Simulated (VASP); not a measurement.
CsRb2TiF6: single point with LDA

Crystal: CsRb2TiF6.

```
Cs Rb Ti F
1.0
     0.00000    4.79315    4.79315
     4.79315    0.00000    4.79315
     4.79315    4.79315    0.00000
Cs Rb Ti F
1 2 1 6
Direct
  0.50000 0.50000 0.50000
  0.75000 0.75000 0.75000
  0.25000 0.25000 0.25000
  0.00000 0.00000 0.00000
  0.79217 0.20783 0.20783
  0.20783 0.20783 0.79217
  0.20783 0.79217 0.79217
  0.20783 0.79217 0.20783
  0.79217 0.20783 0.79217
  0.79217 0.79217 0.20783
```

```yaml
Program: VASP 6.6.1
Task: single point
Functional: LDA
Potentials_or_basis: VASP PAW LDA potentials, release 64 (Cs_sv, Rb_sv, Ti_sv, F)
Cutoff: 520 eV
k_mesh: 4 × 4 × 4
Occupations: fermi-dirac, width 0.1 eV
Spin: no spin polarisation
Dipole_correction: no
Further_INCAR_settings: ALGO = Normal; EDIFF = 1e-07; NBANDS = 52
```

| Quantity | Value |
| --- | --- |
| Pressure | -4.6 GPa |
| Largest force | 0.507 eV/Å |

Forces in eV/Å, atoms in the order of the input:
```
Cs   0.000  0.000  0.000
Rb   0.000  0.000  0.000
Rb   0.000  0.000  0.000
Ti   0.000  0.000  0.000
F   -0.507  0.000  0.000
F    0.000  0.000 -0.507
F    0.507  0.000  0.000
F    0.000 -0.507  0.000
F    0.000  0.507  0.000
F    0.000  0.000  0.507
```

Levels at points of the mesh, in eV from the Fermi level:
| k point | band 37 | band 38 | band 39 | band 40 | band 41 | band 42 | band 43 | band 44 |
| --- | --- | --- | --- | --- | --- | --- | --- | --- |
| (0.00, 0.00, 0.00) | -6.09 | -5.88 | -5.88 | -5.88 | -0.31 | 0.10 | 0.10 | 0.10 |
| (0.50, 0.00, 0.00) | -6.27 | -5.92 | -5.91 | -5.91 | 0.18 | 0.19 | 0.19 | 1.31 |
| (0.50, 0.50, 0.00) | -5.99 | -5.99 | -5.95 | -5.88 | 0.08 | 0.22 | 0.22 | 1.56 |

Run time: 3 min on 1 thread of AMD EPYC 7R13 Processor (Zen 3), on a shared host, peak memory 0.3 GiB.

Caveat: spin-orbit coupling is left out, which moves the levels of the heavy elements; an odd number of electrons without spin polarisation forces a metal; a magnetic or distorted state may lie lower; semilocal functionals often make such compounds metallic where correlation or magnetic order opens a gap, which also shifts bond lengths.
